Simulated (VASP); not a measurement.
Wanted: the native input for a VASP 6.6.1 run.

```
Task                   : single point
Functional             : PBEsol
Potentials or basis    : VASP PAW PBE potentials, release 64 (Mg)
Cutoff                 : 520 eV
k mesh                 : 18 × 18 × 10
Occupations            : gaussian, width 0.15 eV
Spin                   : no spin polarisation
Dipole correction      : no
Further INCAR settings : ALGO = Normal; EDIFF = 1e-07; NBANDS = 9
```

The structure of Mg lies in POSCAR:

```
Mg
1.0
    3.3376423938      0.0000000000      0.0000000000
   -1.6688211969      2.8904831018      0.0000000000
    0.0000000000      0.0000000000      5.2103300000
Mg
2
Direct
    0.3333333333      0.6666666667      0.2500000000
    0.6666666667      0.3333333333      0.7500000000
```

This cell differs from its parent crystal: strain +0.040 along x and y, +0.000 along z.

These files were run (other wordings do the same):

INCAR

```
PREC     = Accurate       # precision mode
ENCUT    = 520            # plane-wave cutoff, eV
EDIFF    = 1E-7           # SCF threshold, eV
ISMEAR   = 0              # smearing method
SIGMA    = 0.15           # smearing width, eV
LREAL    = False          # projectors in reciprocal space
LASPH    = True           # aspherical terms in the spheres
NELM     = 80             # most SCF steps
ALGO     = Normal         # electronic algorithm
ISIF     = 2              # what is computed and relaxed
LWAVE    = False          # write WAVECAR
LCHARG   = False          # write CHGCAR
GGA      = PS             # functional
NBANDS   = 9              # bands
```

KPOINTS

```
regular mesh
0
Gamma
  18 18 10
```

Potentials or basis: VASP PAW PBE potentials, release 64 (Mg).

Launch:

```sh
$ cat potpaw_PBE.64/Mg/POTCAR > POTCAR
$ mpirun -np 1 vasp_std > vasp.out
```

Results of the run:

The pressure is -3.3 GPa. The band gap on the k mesh is zero (bands 2 and 3 overlap by 2.00 eV).

Caveat: the cell differs from its parent crystal (strain +0.040 along x and y, +0.000 along z); the cell stands under tension; the PAW data sets were made with another functional, which shifts forces and pressure a little.

Run time: 110 s on 1 thread of Intel Xeon 8259CL, on a shared host, peak memory 0.25 GiB.
